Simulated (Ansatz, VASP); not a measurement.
**One calculation of H2S, two programs**

```
CELL_PARAMETERS angstrom
12.32557 0.00000 0.00000
0.00000 12.82557 0.00000
0.00000 0.00000 13.32557
ATOMIC_POSITIONS crystal
S 0.52947 0.51106 0.45948
H 0.51624 0.43129 0.52448
H 0.46635 0.57430 0.51581
```

Alike in both runs: task single point; functional PBE; dispersion D4; k mesh 1 × 1 × 1; occupations gaussian, width 0.005 eV; no spin polarisation.

|  | VASP | Ansatz |
| --- | --- | --- |
| version | VASP 6.6.1 | Ansatz 0.2.0 |
| potentials or method | VASP PAW PBE potentials, release 64 (S, H) | scalar-relativistic, plane waves, PAW |
| plane-wave cutoff (eV) | 400 | 420 |
| valence electrons in the cell | 8 | 8 |

Ansatz gave:

```
rms of the force components (eV/Å) : 0.016
```

Q: Estimate VASP's values.

A: rms of the force components (eV/Å): 0.022.

Atom by atom the forces differ by 0.033 eV/Å (rms over components).
